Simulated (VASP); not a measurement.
Write the native input for VASP 6.6.1 that does the following.

```
Task                   : relaxation of cell and atoms
Functional             : PBE
Potentials or basis    : VASP PAW PBE potentials, release 64 (Al, V_sv, N)
Cutoff                 : 600 eV
k mesh                 : 4 × 4 × 4
Occupations            : gaussian, width 0.1 eV
Spin                   : collinear spin, ferromagnetic start
Starting moments       : [0.0, 0.0, 0.0, 2.0, 0.0, 0.0, 0.0, 0.0] μB
Dipole correction      : no
Further INCAR settings : ALGO = Normal; EDIFF = 1e-07; IBRION = 2; EDIFFG = -0.04; NSW = 90; ISIF = 3
```

The structure of Al3VN4 lies in POSCAR:

```
Al3VN4
1.0
    4.6702703300      0.0000000000      0.0000000000
    0.0000000000      4.6702703300      0.0000000000
    0.0000000000      0.0000000000      4.6702703300
Al V N
3 1 4
Direct
    0.5000000000      0.0000000000      0.0000000000
    0.0000000000      0.0000000000      0.5000000000
    0.0000000000      0.5000000000      0.0000000000
    0.5000000000      0.5000000000      0.5000000000
    0.0000000000      0.5000000000      0.5000000000
    0.5000000000      0.5000000000      0.0000000000
    0.0000000000      0.0000000000      0.0000000000
    0.5000000000      0.0000000000      0.5000000000
```

One way to write it, as run:

INCAR

```
SYSTEM = Al3VN4
PREC = Accurate ; ENCUT = 600
EDIFF = 1E-7 ; ISMEAR = 0
SIGMA = 0.1 ; LREAL = .FALSE.
LASPH = .TRUE. ; NELM = 150
ALGO = Normal ; ISIF = 3
LWAVE = .FALSE. ; LCHARG = .FALSE.
ISPIN = 2 ; MAGMOM = 0 0 0 2 0 0 0 0
LORBIT = 11 ; LMAXMIX = 4
GGA = PE ; IBRION = 2
NSW = 90 ; EDIFFG = -0.04
```

KPOINTS

```
regular mesh
0
G
  4 4 4
  0 0 0
```

Potentials or basis: VASP PAW PBE potentials, release 64 (Al, V_sv, N).

Run with:

```bash
$ cat potpaw_PBE.64/Al/POTCAR potpaw_PBE.64/V_sv/POTCAR potpaw_PBE.64/N/POTCAR > POTCAR
$ mpirun -np 1 vasp_std > vasp.out
```

Results of the run:

```
Relaxed volume                                        : 8.59 Å³/atom
Relaxed cell                                          : a = 4.097 Å, b = 4.097 Å, c = 4.097 Å, α = 90.00°, β = 90.00°, γ = 90.00°
Space group after relaxing (to 0.1 Å)                 : Pm-3m (No. 221)
Energy gained by relaxing                             : 738.5 meV/atom
Ionic steps                                           : 4
Pressure after relaxing                               : -0.6 GPa
Band gap on the k mesh                                : zero (filled and empty bands overlap)
Net moment                                            : 0.00 μB per cell
Valence electrons inside the program's atomic spheres : Al 0.69; V 11.70; N 3.79, 3.80 (each value once)
```

Caveat: the volume moved by over 15 % at a fixed basis, so the end points are rough.

Wall time 9.3 min on 1 thread of Intel Xeon 8259CL, on a shared host, peak memory 0.32 GiB.
